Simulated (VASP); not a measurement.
# Al2O3: single point with PBE

**Measured values to compare with.**

“Multi-petahertz electron interference in Cr:Al2O3 solid-state material”, 2018, pmc:5906618 quotes, for a bulk crystal of Al2O3: band gap 8.7 eV (optical).

Crystal: Al2O3.

```
Al O
1.0
     2.40435    1.38815    4.37450
    -2.40435    1.38815    4.37450
     0.00000   -2.77631    4.37450
Al O
4 6
Direct
  0.35215 0.35215 0.35215
  0.14785 0.14785 0.14785
  0.64785 0.64785 0.64785
  0.85215 0.85215 0.85215
  0.55617 0.94383 0.25000
  0.25000 0.55617 0.94383
  0.94383 0.25000 0.55617
  0.44383 0.05617 0.75000
  0.75000 0.44383 0.05617
  0.05617 0.75000 0.44383
```

```yaml
Program: VASP 6.6.1
Task: single point
Functional: PBE
Potentials_or_basis: VASP PAW PBE potentials, release 64 (Al, O)
Cutoff: 520 eV
k_mesh: 6 × 6 × 6
Occupations: fermi-dirac, width 0.02 eV
Spin: no spin polarisation
```

The pressure is -0.1 GPa. The largest force is 0.004 eV/Å and the band gap on the k mesh is 5.85 eV.

Forces on the atoms (eV/Å):
```
Al   0.000  0.000  0.004
Al   0.000  0.000 -0.004
Al   0.000  0.000 -0.004
Al   0.000  0.000  0.004
O    0.000  0.000  0.000
O    0.000  0.000  0.000
O    0.000  0.000  0.000
O    0.000  0.000  0.000
O    0.000  0.000  0.000
O    0.000  0.000  0.000
```

Levels at points of the mesh, in eV from the valence-band top:
```tsv
k point	band 22	band 23	band 24	band 25	band 26	band 27
(0.00, 0.00, 0.00)	-0.03	-0.03	0.00	5.85	8.90	10.36
(0.50, 0.00, 0.00)	-0.86	-0.25	-0.25	9.13	9.13	9.35
(0.50, 0.50, 0.00)	-0.87	-0.70	-0.23	9.35	9.49	9.61
(0.50, 0.50, 0.50)	-0.35	-0.35	-0.35	8.35	8.35	10.84
```

Run time: 62 s on 1 thread of Intel(R) Xeon(R) 6975P-C (Granite Rapids), on a shared host, peak memory 0.26 GiB.

Against the measured gap of Al2O3, 8.7 eV (optical; quoted in “Multi-petahertz electron interference in Cr:Al2O3 solid-state material”, 2018, pmc:5906618), the calculated 5.85 eV is off by -2.85 eV. The value is that of PBE, without temperature or zero-point motion. Semilocal functionals fall short of measured gaps as a rule.
